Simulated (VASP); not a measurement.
# BAs (I-4m2) in VASP: G0W0 quasiparticle levels with PBE

Aim: the G0W0 quasiparticle levels of BAs with PBE.

All numbers are computed with VASP 6.6.1; they aren't measurements. Logs are shortened: lines on timing, memory, paths and dates and some standing lists are left out, and cuts for length are marked.

### Step 1. The cell of the first run

The structure is tetragonal, space group I-4m2 (No. 119). The conventional cell has a = 3.467 Å, b = 3.467 Å, c = 4.729 Å, α = 90.00°, β = 90.00°, γ = 90.00°. B (site symmetry -4m2) has 4 As at 2.10 Å within 2.8 Å. Within 2.8 Å of As (site symmetry -4m2) lie 4 B at 2.10 Å.

### Step 2. G0W0 quasiparticle levels, PBE

POSCAR reads:

```
BAs
1.0
    0.0000000000      2.4516642976      2.3643689670
    2.4516642976      0.0000000000      2.3643689670
    2.4516642976      2.4516642976      0.0000000000
B As
1 1
Direct
    0.0000000000      0.0000000000      0.0000000000
    0.2500000000      0.2500000000      0.2500000000
```

INCAR.step1 reads:

```
PREC     = Accurate       # precision mode
ENCUT    = 500            # plane-wave cutoff, eV
EDIFF    = 1E-8           # SCF threshold, eV
ISMEAR   = 0              # smearing method
SIGMA    = 0.01           # smearing width, eV
LREAL    = False          # projectors in reciprocal space
LASPH    = True           # aspherical terms in the spheres
NELM     = 100            # most SCF steps
ALGO     = Normal         # electronic algorithm
LWAVE    = True           # write WAVECAR
LCHARG   = False          # write CHGCAR
GGA      = PE             # functional
```

INCAR.step2 reads:

```
PREC     = Accurate       # precision mode
ENCUT    = 500            # plane-wave cutoff, eV
EDIFF    = 1E-8           # SCF threshold, eV
ISMEAR   = 0              # smearing method
SIGMA    = 0.01           # smearing width, eV
LREAL    = False          # projectors in reciprocal space
LASPH    = True           # aspherical terms in the spheres
NELM     = 1              # most SCF steps
ALGO     = Exact          # electronic algorithm
LWAVE    = True           # write WAVECAR
LCHARG   = False          # write CHGCAR
GGA      = PE             # functional
NBANDS   = 122            # bands
LOPTICS  = True           # frequency-dependent dielectric function
ISTART   = 1
```

INCAR.step3 reads:

```
PREC     = Accurate       # precision mode
ENCUT    = 500            # plane-wave cutoff, eV
EDIFF    = 1E-8           # SCF threshold, eV
ISMEAR   = 0              # smearing method
SIGMA    = 0.01           # smearing width, eV
LREAL    = False          # projectors in reciprocal space
LASPH    = True           # aspherical terms in the spheres
ALGO     = EVGW0          # electronic algorithm
LWAVE    = False          # write WAVECAR
LCHARG   = False          # write CHGCAR
GGA      = PE             # functional
NELMGW   = 1            
NBANDS   = 122            # bands
ENCUTGW  = 150.0          # cutoff of the response function
NOMEGA   = 96             # frequency points
PRECFOCK = Fast         
ISTART   = 1            
NBANDSGW = 12           
OMEGAMAX = 20
```

KPOINTS reads:

```
Automatic mesh
0
Gamma
  6 6 6
```

Potentials or basis: VASP PAW PBE potentials, release 64 (B_GW, As_GW).

On the command line:

```
$ cat potpaw_PBE.64/B_GW/POTCAR potpaw_PBE.64/As_GW/POTCAR > POTCAR
$ cp INCAR.step1 INCAR
$ mpirun -np 1 vasp_std > vasp.out
$ cp INCAR.step2 INCAR
$ mpirun -np 1 vasp_std > vasp.out
$ cp INCAR.step3 INCAR
$ mpirun -np 1 vasp_std > vasp.out
```

OUTCAR:

```text
PREC = Accurate
   ENCUT = 500
   EDIFF = 1E-8
   ISMEAR = 0
   LREAL = False
   LASPH = True
   GGA = PE
   NELMGW = 1
   ENCUTGW = 150.0
   PRECFOCK = Fast
   ISTART = 1

 ion  position               nearest neighbor table
   1  0.000  0.000  0.000-   2 2.10   2 2.10   2 2.10   2 2.10
   2  0.250  0.250  0.250-   1 2.10   1 2.10   1 2.10   1 2.10

  LATTYP: Found a body centered tetragonal cell.
 ALAT       =     3.4671769001
 C/A-ratio  =     1.3638582831

  Lattice vectors:

 A1 = (   0.0000000000,  -2.4516642976,  -2.3643689670)
 A2 = (   0.0000000000,   2.4516642976,  -2.3643689670)
 A3 = (   2.4516642976,   0.0000000000,   2.3643689670)

Analysis of symmetry for initial positions (statically):
=====================================================================
 Subroutine PRICEL returns:
 Original cell was already a primitive cell.

 Routine SETGRP: Setting up the symmetry group for a
 body centered tetragonal supercell.

 Subroutine GETGRP returns: Found  8 space group operations
 (whereof  8 operations were pure point group operations)
 out of a pool of 16 trial point group operations.

The static configuration has the point symmetry D_2d.

Analysis of symmetry for dynamics (positions and initial velocities):
=====================================================================
 Subroutine PRICEL returns:
 Original cell was already a primitive cell.

 Routine SETGRP: Setting up the symmetry group for a
 body centered tetragonal supercell.

 Subroutine GETGRP returns: Found  8 space group operations
 (whereof  8 operations were pure point group operations)
 out of a pool of 16 trial point group operations.

The dynamic configuration has the point symmetry D_2d.

 Subroutine INISYM returns: Found  8 space group operations
 (whereof  8 operations are pure point group operations),
 and found     1 'primitive' translations

----------------------------------------------------------------------------------------

                                     Primitive cell

  volume of cell :      28.4228

  direct lattice vectors                    reciprocal lattice vectors
     0.000000000  2.451664298  2.364368967    -0.203943093  0.203943093  0.211472916
     2.451664298  0.000000000  2.364368967     0.203943093 -0.203943093  0.211472916
     2.451664298  2.451664298  0.000000000     0.203943093  0.203943093 -0.211472916

  length of vectors
     3.406009166  3.406009166  3.467176900     0.357639993  0.357639993  0.357639993

  position of ions in fractional coordinates (direct lattice)
     0.000000000  0.000000000  0.000000000
     0.250000000  0.250000000  0.250000000

  ion indices of the primitive-cell ions
   primitive index   ion index
                 1           1
                 2           2

----------------------------------------------------------------------------------------

 KPOINTS: Automatic mesh

Automatic generation of k-mesh.
 Grid dimensions read from file:
 generate k-points for:    6    6    6

 Generating k-lattice:

  Cartesian coordinates                     Fractional coordinates (reciprocal lattice)
    -0.033990516  0.033990516  0.035245486     0.166666667  0.000000000  0.000000000
     0.033990516 -0.033990516  0.035245486     0.000000000  0.166666667  0.000000000
     0.033990516  0.033990516 -0.035245486     0.000000000  0.000000000  0.166666667

  Length of vectors
     0.059606666  0.059606666  0.059606666

  Shift w.r.t. Gamma in fractional coordinates (k-lattice)
     0.000000000  0.000000000  0.000000000

 Subroutine IBZKPT returns following result:
 ===========================================

 Found     30 irreducible k-points:

 Following reciprocal coordinates:
            Coordinates               Weight
  0.000000  0.000000  0.000000      1.000000
  0.166667 -0.000000  0.000000      8.000000
  0.333333 -0.000000  0.000000      8.000000
  0.500000 -0.000000  0.000000      4.000000
  0.166667  0.166667  0.000000      2.000000
  0.333333  0.166667  0.000000      8.000000
[... 16 lines left out ...]
  0.333333  0.000000  0.333333      4.000000
  0.500000  0.000000  0.333333     16.000000
 [... further k-points ...]
   k-points           NKPTS =     30   k-points in BZ     NKDIM =    216   number of bands    NBANDS=    122
   number of dos      NEDOS =    301   number of ions     NIONS =      2
   total plane-waves  NPLWV =  21952
   dimension x,y,z NGX =    28 NGY =   28 NGZ =   28
   dimension x,y,z NGXF=    56 NGYF=   56 NGZF=   56
   ions per type =               1   1
   NGX,Y,Z   is equivalent  to a cutoff of  13.67, 13.67, 13.43 a.u.
   NGXF,Y,Z  is equivalent  to a cutoff of  27.33, 27.33, 26.85 a.u.
 SYSTEM =  unknown system
   PREC   = accura    normal or accurate (medium, high low for compatibility)
   ISTART =      1    job   : 0-new  1-cont  2-samecut
   ICHARG =      0    charge: 1-file 2-atom 10-const
   ISPIN  =      1    spin polarized calculation?
   LNONCOLLINEAR =      F non collinear calculations
   LSORBIT =      F    spin-orbit coupling
   LASPH  =      T    aspherical Exc in radial PAW
   ENCUT  =  500.0 eV  36.75 Ry    6.06 a.u.   6.21  6.21  6.32*2*pi/ulx,y,z
   NELM   =     60;   NELMIN=  2; NELMDL=  0     # of ELM steps
   EDIFF  = 0.1E-07   stopping-criterion for ELM
   LREAL  =      F    real-space projection
   EDIFFG = 0.1E-06   stopping-criterion for IOM
   NSW    =      0    number of steps for IOM
   IBRION =     -1    ionic relax: 0-MD 1-quasi-New 2-CG
   NFREE  =      0    steps in history (QN), initial steepest desc. (CG)
   ISIF   =      0    stress and relaxation
   ISYM   =      3    0-nonsym 1-usesym 2-fastsym
   POTIM  = 0.5000    time-step for ionic-motion
   TEBEG  =    0.0;   TEEND  =   0.0 temperature during run
   PSTRESS=    0.0 pullay stress
   NELECT =       8.0000    total number of electrons
   NUPDOWN=      -1.0000    fix difference up-down
   EMIN   =  10.00;   EMAX   =-10.00  energy-range for DOS
   EFERMI =   0.00;   METHOD = LEGACY
   ISMEAR =     0;   SIGMA  =   0.01  broadening in eV -4-tet -1-fermi 0-gaus
   EFERMI_NEDOS =   21; number of points for ismear=-14 and -15
   IALGO  =     38    algorithm
   IMIX   =      4    mixing-type and parameters
     AMIX     =   0.40;   BMIX     =  1.00
     AMIX_MAG =   1.60;   BMIX_MAG =  1.00
  volume/ion in A,a.u.               =      14.21        95.90
  Fermi-wavevector in a.u.,A,eV,Ry     =   1.072875  2.027440 15.661129  1.151061
  Thomas-Fermi vector in A             =   2.208658
   LORBIT       =      0    0 simple, 1 ext, 2 COOP (PROOUT), +10 PAW based schemes
   GGA     = PE    functional components
   LHFCALC =     T    Hartree Fock is set to
   PRECFOCK=fast      Normal, Fast or Accurate (Low or Medium for compatibility)
   ENCUT4O =  -1.0   cutoff for four orbital integrals eV
   NKREDX  =     1    reduce k-point grid by
   NKREDY  =     1    reduce k-point grid by
   NKREDZ  =     1    reduce k-point grid by
   AEXX    =    1.0000 exact exchange contribution
   HFSCREEN=    0.0000 screening length (either q_TF or 0.3 A-1)
   HFSCREENC=   0.0000 screening length for correlation (either q_TF or 0.3 A-1)
   ENCUTFOCK=  -1.0 apply spherical cutoff to Coloumb kernel
   IVDW    =     0    specifies the selected vdW correction
   LEPSILON=     F    determine dielectric tensor
   LRPA    =     F    only Hartree local field effects (RPA)
   LRPAFORCE           =     F    calculate RPA forces
   ENCUTGW             = 150.0    cutoff for response function in eV
   ENCUTGWSOFT         = 120.0    soft cutoff for Coulomb kernel in GW response function in eV
   ENCUTLF             =  -1.0    cutoff for local field effects
   NELMGW              =     1    number of iterations in solving QP/BSE equation
   NELMHF              =     1    number of iterations in the inner HF iteration
   NKREDLFX            =     1    NKREDLFY  =   1   NKREDLFZ  =   1
 non-spin polarized calculation
 Gauss-broadening in eV      SIGMA  =   0.01
  energy-cutoff  :      500.00
  volume of cell :       28.42
 maximum number of plane-waves:       740
 NGX is ok and might be reduce to    28
  NGX = 16; NGY = 16; NGZ = 16
   NGX = 13   NGY = 13   NGZ = 13
 maximum number of plane-waves:       127

 QP shifts <psi_nk| G(iteration)W_0 |psi_nk>: iteration 1
 for sc-GW calculations column KS-energies equals QP-energies in previous step
 and V_xc(KS)=  KS-energies - (<T + V_ion + V_H > + <T+V_H+V_ion>^1  + <V_x>^1)

 k-point   1 :       0.0000    0.0000    0.0000
  band No.  KS-energies  QP-energies   sigma(KS)   V_xc(KS)     V^pw_x(r,r')   Z            occupation Imag(sigma)

      1      -9.3152      -9.9856     -12.5439     -11.5695     -19.4137       0.6881       2.0000       1.1082
      2       5.6036       5.0821     -13.1538     -12.4902     -13.9014       0.7859       2.0000       0.0240
      3       5.6036       5.0821     -13.1538     -12.4902     -13.9014       0.7859       2.0000       0.0240
      4       5.9323       5.4150     -13.0809     -12.4231     -13.7429       0.7864       2.0000       0.0226
      5       8.7868       9.0761     -10.9326     -11.3026      -6.6990       0.7818       0.0000      -0.0537
      6       9.0211       9.3011     -10.9133     -11.2707      -6.6329       0.7836       0.0000      -0.0536
      7       9.0211       9.3011     -10.9133     -11.2707      -6.6329       0.7836       0.0000      -0.0536
      8       9.8324      10.3592     -11.8627     -12.5562      -6.8105       0.7597       0.0000      -0.0722
      9      15.0898      15.0495      -8.8183      -8.7665      -3.0359       0.7779       0.0000      -0.2238
     10      18.0201      18.0327     -10.2334     -10.2496      -4.3574       0.7792       0.0000      -0.2939
     11      18.8955      18.8886     -10.2269     -10.2179      -4.1984       0.7706       0.0000      -0.3436
     12      19.5503      19.4478      -8.9650      -8.8317      -2.4732       0.7684       0.0000      -0.4833

 k-point   2 :       0.1667   -0.0000    0.0000
  band No.  KS-energies  QP-energies   sigma(KS)   V_xc(KS)     V^pw_x(r,r')   Z            occupation Imag(sigma)
[... 353 lines left out ...]
      1      -5.9281      -6.4838     -12.8099     -12.0384     -18.3376       0.7202       2.0000       0.6739
      2      -1.8852      -2.5833     -12.8900     -11.9157     -16.9636       0.7165       2.0000       0.2546
      3       0.9567       0.2743     -12.1384     -11.2278     -14.5515       0.7494       2.0000       0.0734
      4       2.3202       1.6739     -12.6299     -11.7814     -14.6304       0.7616       2.0000       0.0488
      5       7.7144       7.7842     -10.0332     -10.1210      -5.8427       0.7941       0.0000      -0.0539
      6       9.7001       9.8617     -10.3166     -10.5239      -5.5581       0.7795       0.0000      -0.0674
      7      14.4500      14.7520     -11.2466     -11.6540      -4.9527       0.7413       0.0000      -0.2354
      8      15.2175      15.5508     -11.4350     -11.8879      -4.8583       0.7359       0.0000      -0.2893
      9      17.5313      17.7777     -11.0645     -11.3986      -3.9848       0.7374       0.0000      -0.4374
     10      20.9817      21.0191     -10.4853     -10.5346      -3.6738       0.7588       0.0000      -0.6120
     11      21.3535      21.5182     -10.8953     -11.1162      -3.6836       0.7452       0.0000      -0.7153
     12      24.1669      24.1565      -9.8857      -9.8720      -2.9102       0.7567       0.0000      -0.7991

 [... further k-points ...]
```

It took 5.4 min on 1 thread of Intel Xeon 6975P-C (Granite Rapids), shared host; peak memory 0.66 GiB.

Results:

```yaml
Quasiparticle_gap: 1.38 eV
Least_direct_quasiparticle_gap: 3.66 eV
Band_gap_of_the_starting_levels_on_the_mesh: 0.79 eV
Least_direct_gap_of_the_starting_levels_on_the_mesh: 2.85 eV
```

Caveat: the k points lie up to 0.37 Å⁻¹ apart; bands, screening cutoff and mesh are small and nothing is extrapolated, so the quasiparticle values aren't converged.
